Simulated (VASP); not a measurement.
# Ta2N (P-3m1) in VASP: further runs

The runs below take Ta2N through single point, with PBEsol.

Everything below comes from runs of VASP 6.6.1. Logs are shortened: lines on timing, memory, paths and dates and some standing lists are left out, and cuts for length are marked.

## (1) The cell of the first run

The structure is trigonal, space group P-3m1 (No. 164). Conventional cell: a = 3.078 Å, b = 3.078 Å, c = 4.908 Å, α = 90.00°, β = 90.00°, γ = 120.00°. Within 3.1 Å of Ta (site symmetry 3m) lie 3 N at 2.17 Å and 12 Ta at 3.00 to 3.08 Å. N (site symmetry -3m) has 6 Ta at 2.17 Å within 2.9 Å.

## (2) Single point, PBEsol (engineering shear strain xy +0.0000, normal strain along z +0.0175)

The input, INCAR:

```
PREC = Accurate
ENCUT = 520
EDIFF = 1E-7
ISMEAR = 0
SIGMA = 0.15
LREAL = False
LASPH = True
NELM = 60
ALGO = Normal
ISIF = 2
LWAVE = False
LCHARG = False
GGA = PS
NBANDS = 20
```

The input, KPOINTS:

```
regular mesh
0
Gamma
  15 15 8
```

The input, POSCAR:

```
Ta2N
1.0
    3.0782595490      0.0000000000      0.0000000000
   -1.5391297745      2.6658509688      0.0000000000
    0.0000000000      0.0000000000      4.9083517634
Ta N
2 1
Direct
    0.6666666667      0.3333333333      0.7463700642
    0.3333333333      0.6666666667      0.2536299358
    0.0000000000      0.0000000000      0.0000000000
```

Potentials or basis: VASP PAW PBE potentials, release 64 (Ta_pv, N).

Run with:

```
> cat potpaw_PBE.64/Ta_pv/POTCAR potpaw_PBE.64/N/POTCAR > POTCAR
> mpirun -np 1 vasp_std > vasp.out
```

OUTCAR:

```text
PREC = Accurate
   ENCUT = 520
   EDIFF = 1E-7
   ISMEAR = 0
   LREAL = False
   LASPH = True
   NELM = 60
   ISIF = 2
   GGA = PS

 ion  position               nearest neighbor table
   1  0.667  0.333  0.746-   3 2.17   3 2.17   3 2.17   2 3.00   2 3.00   2 3.00   2 3.06   2 3.06
                             2 3.06
   2  0.333  0.667  0.254-   3 2.17   3 2.17   3 2.17   1 3.00   1 3.00   1 3.00   1 3.06   1 3.06
                             1 3.06
   3  0.000  0.000  0.000-   1 2.17   2 2.17   2 2.17   1 2.17   1 2.17   2 2.17

  LATTYP: Found a hexagonal cell.
 ALAT       =     3.0782595490
 C/A-ratio  =     1.5945217371

  Lattice vectors:

 A1 = (   3.0782595490,   0.0000000000,   0.0000000000)
 A2 = (  -1.5391297745,   2.6658509688,   0.0000000000)
 A3 = (   0.0000000000,   0.0000000000,   4.9083517634)

Analysis of symmetry for initial positions (statically):
=====================================================================
 Subroutine PRICEL returns:
 Original cell was already a primitive cell.

 Routine SETGRP: Setting up the symmetry group for a
 hexagonal supercell.

 Subroutine GETGRP returns: Found 12 space group operations
 (whereof 12 operations were pure point group operations)
 out of a pool of 24 trial point group operations.

The static configuration has the point symmetry D_3d.

Analysis of symmetry for dynamics (positions and initial velocities):
=====================================================================
 Subroutine PRICEL returns:
 Original cell was already a primitive cell.

 Routine SETGRP: Setting up the symmetry group for a
 hexagonal supercell.

 Subroutine GETGRP returns: Found 12 space group operations
 (whereof 12 operations were pure point group operations)
 out of a pool of 24 trial point group operations.

The dynamic configuration has the point symmetry D_3d.

 Subroutine INISYM returns: Found 12 space group operations
 (whereof 12 operations are pure point group operations),
 and found     1 'primitive' translations

----------------------------------------------------------------------------------------

                                     Primitive cell

  volume of cell :      40.2788

  direct lattice vectors                    reciprocal lattice vectors
     3.078259549  0.000000000  0.000000000     0.324858896  0.187557371  0.000000000
    -1.539129775  2.665850969  0.000000000     0.000000000  0.375114743  0.000000000
     0.000000000  0.000000000  4.908351763     0.000000000  0.000000000  0.203734379

  length of vectors
     3.078259549  3.078259549  4.908351763     0.375114743  0.375114743  0.203734379

  position of ions in fractional coordinates (direct lattice)
     0.666666667  0.333333333  0.746370064
     0.333333333  0.666666667  0.253629936
     0.000000000  0.000000000  0.000000000

  ion indices of the primitive-cell ions
   primitive index   ion index
                 1           1
                 2           2
                 3           3

----------------------------------------------------------------------------------------

 KPOINTS: regular mesh

Automatic generation of k-mesh.
 Grid dimensions read from file:
 generate k-points for:   15   15    8

 Generating k-lattice:

  Cartesian coordinates                     Fractional coordinates (reciprocal lattice)
     0.021657260  0.012503825  0.000000000     0.066666667  0.000000000  0.000000000
     0.000000000  0.025007650  0.000000000     0.000000000  0.066666667  0.000000000
     0.000000000  0.000000000  0.025466797     0.000000000  0.000000000  0.125000000

  Length of vectors
     0.025007650  0.025007650  0.025466797

  Shift w.r.t. Gamma in fractional coordinates (k-lattice)
     0.000000000  0.000000000  0.000000000

 Subroutine IBZKPT returns following result:
 ===========================================

 Found    192 irreducible k-points:

 Following reciprocal coordinates:
            Coordinates               Weight
  0.000000  0.000000  0.000000      1.000000
  0.066667  0.000000  0.000000      6.000000
  0.133333 -0.000000  0.000000      6.000000
  0.200000 -0.000000  0.000000      6.000000
  0.266667 -0.000000  0.000000      6.000000
  0.333333  0.000000  0.000000      6.000000
[... 16 lines left out ...]
  0.333333  0.200000  0.000000     12.000000
  0.400000  0.200000  0.000000      6.000000
 [... further k-points ...]
   k-points           NKPTS =    192   k-points in BZ     NKDIM =    192   number of bands    NBANDS=     20
   number of dos      NEDOS =    301   number of ions     NIONS =      3
   total plane-waves  NPLWV =  23040
   dimension x,y,z NGX =    24 NGY =   24 NGZ =   40
   dimension x,y,z NGXF=    48 NGYF=   48 NGZF=   80
   ions per type =               2   1
   NGX,Y,Z   is equivalent  to a cutoff of  12.96, 12.96, 13.55 a.u.
   NGXF,Y,Z  is equivalent  to a cutoff of  25.92, 25.92, 27.10 a.u.
 SYSTEM =  unknown system
   PREC   = accura    normal or accurate (medium, high low for compatibility)
   ISTART =      0    job   : 0-new  1-cont  2-samecut
   ICHARG =      2    charge: 1-file 2-atom 10-const
   ISPIN  =      1    spin polarized calculation?
   LNONCOLLINEAR =      F non collinear calculations
   LSORBIT =      F    spin-orbit coupling
   LASPH  =      T    aspherical Exc in radial PAW
   ENCUT  =  520.0 eV  38.22 Ry    6.18 a.u.   5.72  5.72  9.13*2*pi/ulx,y,z
   NELM   =     60;   NELMIN=  2; NELMDL= -5     # of ELM steps
   EDIFF  = 0.1E-06   stopping-criterion for ELM
   LREAL  =      F    real-space projection
   EDIFFG = 0.1E-05   stopping-criterion for IOM
   NSW    =      0    number of steps for IOM
   IBRION =     -1    ionic relax: 0-MD 1-quasi-New 2-CG
   NFREE  =      0    steps in history (QN), initial steepest desc. (CG)
   ISIF   =      2    stress and relaxation
   ISYM   =      2    0-nonsym 1-usesym 2-fastsym
   POTIM  = 0.5000    time-step for ionic-motion
   TEBEG  =    0.0;   TEEND  =   0.0 temperature during run
   PSTRESS=    0.0 pullay stress
   NELECT =      27.0000    total number of electrons
   NUPDOWN=      -1.0000    fix difference up-down
   EMIN   =  10.00;   EMAX   =-10.00  energy-range for DOS
   EFERMI =   0.00;   METHOD = LEGACY
   ISMEAR =     0;   SIGMA  =   0.15  broadening in eV -4-tet -1-fermi 0-gaus
   EFERMI_NEDOS =   21; number of points for ismear=-14 and -15
   IALGO  =     38    algorithm
   IMIX   =      4    mixing-type and parameters
     AMIX     =   0.40;   BMIX     =  1.00
     AMIX_MAG =   1.60;   BMIX_MAG =  1.00
  volume/ion in A,a.u.               =      13.43        90.60
  Fermi-wavevector in a.u.,A,eV,Ry     =   1.432750  2.707505 27.929676  2.052773
  Thomas-Fermi vector in A             =   2.552344
   LORBIT       =      0    0 simple, 1 ext, 2 COOP (PROOUT), +10 PAW based schemes
   GGA     = PS    functional components
   LHFCALC =     F    Hartree Fock is set to
   AEXX    =    0.0000 exact exchange contribution
   IVDW    =     0    specifies the selected vdW correction
   LEPSILON=     F    determine dielectric tensor
   LRPA    =     F    only Hartree local field effects (RPA)
 non-spin polarized calculation
 Gauss-broadening in eV      SIGMA  =   0.15
  energy-cutoff  :      520.00
  volume of cell :       40.28
 maximum number of plane-waves:      1096
 NGX is ok and might be reduce to    24
   NGX = 11   NGY = 11   NGZ = 19

 number of electron      27.0000002 magnetization

 Free energy of the ion-electron system (eV)
  ---------------------------------------------------
  ext. energy  EPLUGINS =         0.00000000
  ---------------------------------------------------
  free energy    TOTEN  =       -36.48478214 eV

  energy without entropy =      -36.47009775  energy(sigma->0) =      -36.47743995

 E-fermi :   7.4230     XC(G=0): -13.0510

 val. band max:        7.4168710885   @ k =   0.1333  -0.0000   0.0000
 cond. band min:       7.4260314832   @ k =   0.1333  -0.0000   0.0000
 fundamental gap:      0.0091603947
 Fermi energy:         7.4229904106

 k-point     1 :       0.0000    0.0000    0.0000
  band No.  band energies     occupation
      1     -28.2049      2.00000
      2     -27.4245      2.00000
      3     -27.4245      2.00000
      4     -27.3059      2.00000
      5     -27.3059      2.00000
      6     -27.2258      2.00000
[... 12 lines left out ...]
     19       8.6441      0.00000
     20      12.3912      0.00000

 k-point     2 :       0.0667    0.0000    0.0000
  band No.  band energies     occupation
      1     -28.1909      2.00000
      2     -27.4543      2.00000
      3     -27.4350      2.00000
      4     -27.3358      2.00000
      5     -27.3086      2.00000
      6     -27.2304      2.00000
[... 12 lines left out ...]
     19       8.9959      0.00000
     20      12.4258      0.00000

 k-point     3 :       0.1333   -0.0000    0.0000
  band No.  band energies     occupation
      1     -28.1506      2.00000
      2     -27.5385      2.00000
      3     -27.4634      2.00000
      4     -27.4180      2.00000
      5     -27.3171      2.00000
      6     -27.2450      2.00000
[... 12 lines left out ...]
     19       9.9364      0.00000
     20      12.3214      0.00000

 k-point     4 :       0.2000   -0.0000    0.0000
  band No.  band energies     occupation
      1     -28.0879      2.00000
      2     -27.6628      2.00000
      3     -27.5336      2.00000
      4     -27.5029      2.00000
      5     -27.3317      2.00000
      6     -27.2705      2.00000
[... 12 lines left out ...]
     19      11.0567      0.00000
     20      12.0562      0.00000

 k-point     5 :       0.2667   -0.0000    0.0000
  band No.  band energies     occupation
      1     -28.0112      2.00000
      2     -27.8030      2.00000
      3     -27.6596      2.00000
      4     -27.5461      2.00000
      5     -27.3503      2.00000
      6     -27.3071      2.00000
[... 12 lines left out ...]
     19      11.7090      0.00000
     20      12.2539      0.00000
[... 353 lines left out ...]
      6     -27.3653      2.00000
[... 12 lines left out ...]
     19      12.4894      0.00000
     20      12.6931      0.00000

 k-point    22 :       0.2667    0.2000    0.0000
  band No.  band energies     occupation
      1     -27.9856      2.00000
      2     -27.8601      2.00000
      3     -27.7972      2.00000
      4     -27.6457      2.00000
      5     -27.5100      2.00000
      6     -27.4171      2.00000
[... 12 lines left out ...]
     19      12.5801      0.00000
     20      12.9312      0.00000

 k-point    23 :       0.3333    0.2000    0.0000
  band No.  band energies     occupation
      1     -28.0401      2.00000
      2     -27.8606      2.00000
      3     -27.7285      2.00000
      4     -27.7109      2.00000
      5     -27.5382      2.00000
      6     -27.4708      2.00000
[... 12 lines left out ...]
     19      12.1077      0.00000
     20      13.3637      0.00000

 k-point    24 :       0.4000    0.2000    0.0000
  band No.  band energies     occupation
      1     -28.0599      2.00000
      2     -27.8523      2.00000
      3     -27.7449      2.00000
      4     -27.6922      2.00000
      5     -27.5470      2.00000
      6     -27.4999      2.00000
[... 12 lines left out ...]
     19      11.7568      0.00000
     20      13.6015      0.00000

 [... further k-points ...]
[... 5 lines left out ...]
  --------------------------------------------------------------------------------------
  -------------------------------------------------------------------------------------
  Total       -0.8026887     -0.8026887     -1.7640740      0.0000000     -0.0000000      0.0000000
  in kB      -31.9286774    -31.9286774    -70.1698565      0.0000000     -0.0000000      0.0000000
  external PRESSURE =     -44.6757371 kB  Pullay stress =       0.0000000 kB

 VOLUME and BASIS-vectors are now :
 -----------------------------------------------------------------------------
  energy-cutoff  :      520.00
  volume of cell :       40.28
      direct lattice vectors                 reciprocal lattice vectors
     3.078259549  0.000000000  0.000000000     0.324858896  0.187557371  0.000000000
    -1.539129775  2.665850969  0.000000000     0.000000000  0.375114743  0.000000000
     0.000000000  0.000000000  4.908351763     0.000000000  0.000000000  0.203734379

 POSITION                                       TOTAL-FORCE (eV/Angst)
 -----------------------------------------------------------------------------------
      1.53913      0.88862      3.66345         0.000000     -0.000000     -0.077730
     -0.00000      1.77723      1.24490        -0.000000      0.000000      0.077730
      0.00000      0.00000      0.00000        -0.000000      0.000000      0.000000
 -----------------------------------------------------------------------------------
    total drift:                                0.000000     -0.000000      0.000000

  FREE ENERGIE OF THE ION-ELECTRON SYSTEM (eV)
  ---------------------------------------------------
  free  energy   TOTEN  =       -36.4847821425 eV

  energy  without entropy=      -36.4700977498  energy(sigma->0) =      -36.47743995
```

Run time: 50 s. Hardware: 1 thread of Intel Xeon 6975P-C (Granite Rapids), shared host; peak memory 0.26 GiB.

What came out:

```
Free energy            : -36.4848 eV
Pressure               : -4.5 GPa
Largest force          : 0.078 eV/Å
Band gap on the k mesh : zero (an odd number of electrons rules out a gap without spin polarisation)
```

Forces on the atoms (eV/Å):
```
Ta   0.000  0.000 -0.078
Ta   0.000  0.000  0.078
N    0.000  0.000  0.000
```

Caveat: the cell differs from its parent crystal (engineering shear strain xy +0.0000, normal strain along z +0.0175); the cell stands under tension; the PAW data sets were made with another functional, which shifts forces and pressure a little; spin-orbit coupling is left out, which moves the levels of the heavy elements.

## (3) Single point, PBEsol (engineering shear strain xy +0.0000, normal strain along z +0.0350)

The input, INCAR:

```
SYSTEM = Ta2N
ALGO = Normal ; EDIFF = 1E-6
ENCUT = 520 ; GGA = PS
ISIF = 2 ; ISMEAR = 0
LASPH = .TRUE. ; LCHARG = .TRUE.
LELF = .TRUE. ; LREAL = .FALSE.
LVHAR = .TRUE. ; LWAVE = .FALSE.
NBANDS = 20 ; NELM = 100
PREC = Accurate ; SIGMA = 0.15
```

The input, KPOINTS:

```
k-points
0
G
  15 15 8
  0 0 0
```

POSCAR: that of step 2 with these lines changed.

```diff
@@ -4,3 +4,3 @@
    -1.5391297745      2.6658509688      0.0000000000
-    0.0000000000      0.0000000000      4.9083517634
+    0.0000000000      0.0000000000      4.9927705898
 Ta N
```

Potentials or basis: VASP PAW PBE potentials, release 64 (Ta_pv, N).

Run with:

```
> cat potpaw_PBE.64/Ta_pv/POTCAR potpaw_PBE.64/N/POTCAR > POTCAR
> mpirun -np 1 vasp_std > vasp.out
```

Wall time 60 s (1 thread of Intel Xeon 6975P-C (Granite Rapids), shared host); peak memory 0.26 GiB.

It converged, with:

| Quantity | Value |
| --- | --- |
| Free energy | -36.4404 eV |
| Pressure | -9.1 GPa |
| Largest force | 0.084 eV/Å |
| Band gap on the k mesh | zero (an odd number of electrons rules out a gap without spin polarisation) |

Forces in eV/Å, atoms in the order of the input:
```
Ta   0.000  0.000 -0.084
Ta   0.000  0.000  0.084
N    0.000  0.000  0.000
```

Stress tensor (GPa, compression positive):
```
 -6.82   0.00   0.00
  0.00  -6.82   0.00
  0.00   0.00 -13.56
```

Levels at points of the mesh, in eV from the Fermi level:
```csv
k point,band 10,band 11,band 12,band 13,band 14,band 15,band 16,band 17
"(0.00, 0.00, 0.00)",-5.89,-5.00,-0.97,-0.25,-0.25,0.30,0.52,0.52
"(0.00, 0.00, 0.50)",-6.04,-3.06,-2.78,-0.97,-0.97,1.61,2.01,2.22
```

Caveat: the cell differs from its parent crystal (engineering shear strain xy +0.0000, normal strain along z +0.0350); the cell stands under tension; the PAW data sets were made with another functional, which shifts forces and pressure a little; spin-orbit coupling is left out, which moves the levels of the heavy elements.

## (4) Single point, PBEsol (engineering shear strain xy +0.0000, normal strain along z +0.0525)

The input, INCAR:

```
PREC = Accurate
ENCUT = 520
EDIFF = 1E-6
ISMEAR = 0
SIGMA = 0.15
LREAL = False
LASPH = True
NELM = 60
ALGO = Normal
ISIF = 2
LWAVE = False
LCHARG = True
GGA = PS
LELF = True
LVHAR = True
NBANDS = 20
```

The input, KPOINTS:

```
Automatic mesh
0
Gamma
  15 15 8
```

POSCAR: that of step 3 with these lines changed.

```diff
@@ -4,3 +4,3 @@
    -1.5391297745      2.6658509688      0.0000000000
-    0.0000000000      0.0000000000      4.9927705898
+    0.0000000000      0.0000000000      5.0771894162
 Ta N
```

Run with:

```
> cat potpaw_PBE.64/Ta_pv/POTCAR potpaw_PBE.64/N/POTCAR > POTCAR
> mpirun -np 1 vasp_std > vasp.out
```

Run time: 58 s. Hardware: 1 thread of Intel Xeon 6975P-C (Granite Rapids), shared host; peak memory 0.26 GiB.

Results (log left out):

```
Free energy            : -36.3693 eV
Pressure               : -13.2 GPa
Largest force          : 0.076 eV/Å
Band gap on the k mesh : zero (an odd number of electrons rules out a gap without spin polarisation)
```

Forces in eV/Å, atoms in the order of the input:
```
Ta   0.000  0.000 -0.076
Ta   0.000  0.000  0.076
N    0.000  0.000  0.000
```

Stress tensor (GPa, compression positive):
```
-10.09   0.00   0.00
  0.00 -10.09   0.00
  0.00   0.00 -19.39
```

Levels at points of the mesh, in eV from the Fermi level:
```tsv
k point	band 12	band 13	band 14	band 15	band 16	band 17
(0.00, 0.00, 0.00)	-1.08	-0.23	-0.23	0.27	0.64	0.64
(0.00, 0.00, 0.50)	-2.82	-0.87	-0.87	1.48	2.00	2.19
```

Caveat: the cell differs from its parent crystal (engineering shear strain xy +0.0000, normal strain along z +0.0525); the cell stands under tension; the PAW data sets were made with another functional, which shifts forces and pressure a little; spin-orbit coupling is left out, which moves the levels of the heavy elements.

## (5) Single point, PBEsol (engineering shear strain xy +0.0000, normal strain along z +0.0700)

The input, INCAR:

```
ALGO = Normal
EDIFF = 1E-6
ENCUT = 520
GGA = PS
ISIF = 2
ISMEAR = 0
LASPH = True
LCHARG = False
LREAL = False
LWAVE = False
NBANDS = 20
NELM = 100
PREC = Accurate
SIGMA = 0.15
```

The input, KPOINTS:

```
k-points
0
Gamma
  15 15 8
```

POSCAR: that of step 4 with these lines changed.

```diff
@@ -4,3 +4,3 @@
    -1.5391297745      2.6658509688      0.0000000000
-    0.0000000000      0.0000000000      5.0771894162
+    0.0000000000      0.0000000000      5.1616082426
 Ta N
```

Run with:

```
> cat potpaw_PBE.64/Ta_pv/POTCAR potpaw_PBE.64/N/POTCAR > POTCAR
> mpirun -np 1 vasp_std > vasp.out
```

It took 60 s on 1 thread of Intel Xeon 6975P-C (Granite Rapids), shared host; peak memory 0.27 GiB.

It converged, with:

```
Free energy            : -36.2745 eV
Pressure               : -16.9 GPa
Largest force          : 0.056 eV/Å
Band gap on the k mesh : zero (an odd number of electrons rules out a gap without spin polarisation)
```

Forces on the atoms (eV/Å):
```
Ta   0.000  0.000 -0.056
Ta   0.000  0.000  0.056
N    0.000  0.000  0.000
```

Stress tensor (GPa, compression positive):
```
-13.06   0.00   0.00
  0.00 -13.06   0.00
  0.00   0.00 -24.53
```

Levels at points of the mesh, in eV from the Fermi level:
```csv
k point,band 11,band 12,band 13,band 14,band 15,band 16
"(0.00, 0.00, 0.00)",-5.05,-1.17,-0.21,-0.21,0.24,0.76
"(0.00, 0.00, 0.50)",-3.19,-2.84,-0.78,-0.78,1.37,2.00
```

Caveat: the cell differs from its parent crystal (engineering shear strain xy +0.0000, normal strain along z +0.0700); the cell stands under tension; the PAW data sets were made with another functional, which shifts forces and pressure a little; spin-orbit coupling is left out, which moves the levels of the heavy elements.

## (6) Summary

```tsv
cell	gap on the mesh (eV)	pressure (GPa)	largest force (eV/Å)
a = 3.078, b = 3.078, c = 4.908 Å, angles 90.0, 90.0, 120.0°, 3 atoms	none	-4.5	0.08
a = 3.078, b = 3.078, c = 4.993 Å, angles 90.0, 90.0, 120.0°, 3 atoms	none	-9.1	0.08
a = 3.078, b = 3.078, c = 5.077 Å, angles 90.0, 90.0, 120.0°, 3 atoms	none	-13.2	0.08
a = 3.078, b = 3.078, c = 5.162 Å, angles 90.0, 90.0, 120.0°, 3 atoms	none	-16.9	0.06
```

Alike in all rows: task single point; level PBEsol; potentials or basis VASP PAW PBE potentials, release 64 (Ta_pv, N); no spin polarisation; k mesh 15 × 15 × 8; cutoff (eV) 520; smearing gaussian 0.15 eV.

Caveats: the cell stands under tension; the PAW data sets were made with another functional, which shifts forces and pressure a little; spin-orbit coupling is left out, which moves the levels of the heavy elements.

Total energies depend on the potentials used, so only differences within one code and one set of settings carry meaning.
